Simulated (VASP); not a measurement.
# Ge (Cmcm) in VASP: further runs, part 2 of 2

VASP 6.6.1. Earlier steps stand in the parts before.

## Step 3: Relaxation of cell and atoms, PBEsol

INCAR reads:

```
PREC = Accurate
ENCUT = 600
EDIFF = 1E-6
ISMEAR = -1
SIGMA = 0.1
LREAL = False
LASPH = True
NELM = 100
ALGO = Normal
ISIF = 3
LWAVE = False
LCHARG = False
GGA = PS
IBRION = 2
NSW = 80
EDIFFG = -0.005
```

KPOINTS reads:

```
regular mesh
0
Gamma
  12 12 7
```

POSCAR reads:

```
Ge
1.0
    1.4880530000     -2.5946900000      0.0000000000
    1.4880530000      2.5946900000      0.0000000000
    0.0000000000      0.0000000000      4.7275960000
Ge
2
Direct
    0.6665530000      0.3334470000      0.2500000000
    0.3334470000      0.6665530000      0.7500000000
```

Potentials or basis: VASP PAW PBE potentials, release 64 (Ge_d).

The run is started by

```console
cat potpaw_PBE.64/Ge_d/POTCAR > POTCAR
mpirun -np 1 vasp_std > vasp.out
```

OUTCAR:

```text
PREC = Accurate
   ENCUT = 600
   EDIFF = 1E-6
   ISMEAR = -1
   LREAL = False
   LASPH = True
   NELM = 100
   ISIF = 3
   GGA = PS
   IBRION = 2
   NSW = 80
   EDIFFG = -0.005

 ion  position               nearest neighbor table
   1  0.667  0.333  0.250-
   2  0.333  0.667  0.750-

  LATTYP: Found a base centered orthorhombic cell.
 ALAT       =     2.9761060000
 B/A-ratio  =     1.7436811726
 C/A-ratio  =     1.5885173445

  Lattice vectors:

 A1 = (   1.4880530000,  -2.5946900000,   0.0000000000)
 A2 = (   1.4880530000,   2.5946900000,   0.0000000000)
 A3 = (   0.0000000000,   0.0000000000,   4.7275960000)

Analysis of symmetry for initial positions (statically):
=====================================================================
 Subroutine PRICEL returns:
 Original cell was already a primitive cell.

 Routine SETGRP: Setting up the symmetry group for a
 base centered orthorhombic supercell.

 Subroutine GETGRP returns: Found  8 space group operations
 (whereof  4 operations were pure point group operations)
 out of a pool of  8 trial point group operations.

The static configuration has the point symmetry C_2h.
 The point group associated with its full space group is D_2h.

Analysis of symmetry for dynamics (positions and initial velocities):
=====================================================================
 Subroutine PRICEL returns:
 Original cell was already a primitive cell.

 Routine SETGRP: Setting up the symmetry group for a
 base centered orthorhombic supercell.

 Subroutine GETGRP returns: Found  8 space group operations
 (whereof  4 operations were pure point group operations)
 out of a pool of  8 trial point group operations.

The dynamic configuration has the point symmetry C_2h.
 The point group associated with its full space group is D_2h.

 Subroutine INISYM returns: Found  8 space group operations
[... 138 lines left out ...]

 Free energy of the ion-electron system (eV)
  ---------------------------------------------------
  ext. energy  EPLUGINS =         0.00000000
  ---------------------------------------------------
  free energy    TOTEN  =        -9.33689191 eV

  energy without entropy =       -9.30677450  energy(sigma->0) =       -9.32183321

------------------------ aborting loop because EDIFF is reached ----------------------------------------

  FORCE on cell =-STRESS in cart. coord.  units (eV):
  Direction    XX          YY          ZZ          XY          YZ          ZX
  --------------------------------------------------------------------------------------
  -------------------------------------------------------------------------------------
  Total        0.1581178      0.1702479     -0.2083810      0.0000000     -0.0000000      0.0000000
  in kB        6.9393227      7.4716780     -9.1452254      0.0000000     -0.0000000      0.0000000
  external PRESSURE =       1.7552584 kB  Pullay stress =       0.0000000 kB
[... 89 lines left out ...]
  FREE ENERGIE OF THE ION-ELECTRON SYSTEM (eV)
  ---------------------------------------------------
  free  energy   TOTEN  =        -9.3395764799 eV

  energy  without entropy=       -9.3117236785  energy(sigma->0) =       -9.32565008

[... ionic steps 4 to 76 ...]

--------------------------------------- Ionic step       77  -------------------------------------------

 number of electron      27.9999998 magnetization

------------------------ aborting loop because EDIFF is reached ----------------------------------------
[... 67 lines left out ...]
--------------------------------------- Ionic step       79  -------------------------------------------

 number of electron      27.9999998 magnetization

 Free energy of the ion-electron system (eV)
  ---------------------------------------------------
  ext. energy  EPLUGINS =         0.00000000
  ---------------------------------------------------
  free energy    TOTEN  =        -9.34111279 eV

  energy without entropy =       -9.31651943  energy(sigma->0) =       -9.32881611

 E-fermi :   6.9745     XC(G=0): -11.5771

 val. band max:        6.9592353081   @ k =   0.4167   0.0833   0.1429
 cond. band min:       6.9766042107   @ k =   0.3333   0.3333   0.0000
 fundamental gap:      0.0173689026
 Fermi energy:         6.9745002284

 k-point     1 :       0.0000    0.0000    0.0000
  band No.  band energies     occupation
      1     -17.7200      2.00000
      2     -17.7124      2.00000
      3     -17.7061      2.00000
      4     -17.7027      2.00000
      5     -17.6921      2.00000
      6     -17.6869      2.00000
[... 481 lines left out ...]
      5     -17.6641      2.00000
      6     -17.6442      2.00000
[... 10 lines left out ...]
     17      11.3682      0.00000
     18      11.5146      0.00000

 [... further k-points ...]

------------------------ aborting loop because EDIFF is reached ----------------------------------------

  FORCE on cell =-STRESS in cart. coord.  units (eV):
  Direction    XX          YY          ZZ          XY          YZ          ZX
  --------------------------------------------------------------------------------------
  -------------------------------------------------------------------------------------
  Total       -0.0020643      0.0046008     -0.0029909      0.0000000     -0.0000000      0.0000000
  in kB       -0.0901117      0.2008379     -0.1305599      0.0000000     -0.0000000      0.0000000
  external PRESSURE =      -0.0066112 kB  Pullay stress =       0.0000000 kB
[... 17 lines left out ...]
  FREE ENERGIE OF THE ION-ELECTRON SYSTEM (eV)
  ---------------------------------------------------
  free  energy   TOTEN  =        -9.3411127928 eV

  energy  without entropy=       -9.3165194323  energy(sigma->0) =       -9.32881611

 reached required accuracy - stopping structural energy minimisation
```

CONTCAR:

```text
Ge
   1.00000000000000
     1.4775000443345438   -2.6493003456482764   -0.0000000000000000
     1.4775000443345438    2.6493003456482764    0.0000000000000000
     0.0000000000000000    0.0000000000000005    4.6882866026678256
  Ge
     2
Direct
     0.6520528795710999    0.3479471204288999    0.2500000000000000
     0.3479471204288999    0.6520528795710999    0.7500000000000000

  0.00000000E+00  0.00000000E+00  0.00000000E+00
  0.00000000E+00  0.00000000E+00  0.00000000E+00
```

Wall time 42 min (1 thread of Intel Xeon 8259CL, shared host); peak memory 0.28 GiB.

Results:

```yaml
Free_energy: -9.3411 eV
Relaxed_volume: 18.35 Å³/atom
Relaxed_cell: a = 3.033 Å, b = 3.033 Å, c = 4.688 Å, α = 90.00°, β = 90.00°, γ = 121.70°
Space_group_after_relaxing_to_0.1_Å: Cmcm (No. 63)
Energy_gained_by_relaxing: 2.1 meV/atom
Ionic_steps: 79
Pressure_after_relaxing: 0.0 GPa
Band_gap_on_the_k_mesh: zero (bands 14 and 15 overlap by 9.07 eV)
```

The path:
| step | energy change (eV) | largest force (eV/Å) | pressure (GPa) | volume (Å³) |
| --- | --- | --- | --- | --- |
| 1 | 0.0000 | 0.0045 | 0.18 | 36.51 |
| 3 | -0.0027 | 0.0060 | -0.01 | 36.69 |
| 5 | -0.0028 | 0.0061 | -0.01 | 36.72 |
| 7 | -0.0028 | 0.0062 | 0.04 | 36.73 |
| 9 | -0.0028 | 0.0073 | -0.05 | 36.75 |
| 11 | -0.0028 | 0.0071 | -0.01 | 36.76 |
| 13 | -0.0030 | 0.0106 | -0.04 | 36.77 |
| 15 | -0.0028 | 0.0178 | -0.18 | 36.83 |
| 17 | -0.0031 | 0.0164 | -0.18 | 36.82 |
| 19 | -0.0032 | 0.0150 | -0.12 | 36.80 |
| 21 | -0.0032 | 0.0158 | -0.09 | 36.80 |
| 23 | -0.0033 | 0.0167 | -0.21 | 36.77 |
| 25 | -0.0033 | 0.0159 | 0.05 | 36.73 |
| 27 | -0.0034 | 0.0172 | -0.01 | 36.70 |
| 29 | -0.0034 | 0.0156 | 0.25 | 36.68 |
| 31 | -0.0034 | 0.0152 | -0.19 | 36.71 |
| 33 | -0.0034 | 0.0152 | 0.08 | 36.71 |
| 35 | -0.0035 | 0.0151 | -0.03 | 36.73 |
| 37 | -0.0035 | 0.0119 | -0.17 | 36.80 |
| 39 | -0.0036 | 0.0119 | 0.07 | 36.74 |
| 41 | -0.0036 | 0.0123 | 0.01 | 36.74 |
| 43 | -0.0036 | 0.0113 | 0.02 | 36.70 |
| 45 | -0.0037 | 0.0111 | 0.11 | 36.70 |
| 47 | -0.0038 | 0.0089 | 0.00 | 36.69 |
| 49 | -0.0039 | 0.0054 | 0.22 | 36.67 |
| 51 | -0.0041 | 0.0034 | -0.02 | 36.64 |
| 53 | -0.0042 | 0.0000 | 0.12 | 36.63 |
| 55 | -0.0042 | 0.0007 | 0.19 | 36.64 |
| 57 | -0.0042 | 0.0011 | -0.12 | 36.71 |
| 59 | -0.0042 | 0.0007 | 0.10 | 36.70 |
| 61 | -0.0042 | 0.0007 | -0.20 | 36.71 |
| 63 | -0.0042 | 0.0001 | -0.06 | 36.72 |
| 65 | -0.0042 | 0.0006 | -0.04 | 36.71 |
| 67 | -0.0042 | 0.0006 | -0.02 | 36.71 |
| 69 | -0.0042 | 0.0003 | 0.02 | 36.71 |
| 71 | -0.0042 | 0.0002 | 0.04 | 36.71 |
| 73 | -0.0042 | 0.0000 | 0.10 | 36.70 |
| 75 | -0.0042 | 0.0000 | 0.06 | 36.70 |
| 77 | -0.0042 | 0.0002 | -0.04 | 36.70 |
| 79 | -0.0042 | 0.0000 | 0.00 | 36.70 |

Final structure:
```
CELL_PARAMETERS angstrom
1.47750 -2.64930 0.00000
1.47750 2.64930 0.00000
0.00000 0.00000 4.68829
ATOMIC_POSITIONS crystal
Ge 0.65205 0.34795 0.25000
Ge 0.34795 0.65205 0.75000
```

Levels at points of the mesh, in eV from the Fermi level:
```tsv
k point	band 12	band 13	band 14	band 15	band 16	band 17
(0.00, 0.00, 0.00)	-7.39	-5.57	5.71	6.90	8.32	8.60
(0.50, 0.00, 0.00)	-7.03	-2.33	-1.15	-1.10	1.68	1.99
(0.50, 0.50, 0.00)	-7.75	-2.21	-1.45	-0.82	0.62	2.76
```

Caveat: the PAW data sets were made with another functional, which shifts forces and pressure a little.

The gap in the log of VASP goes by the Fermi energy; the results here count the filled bands.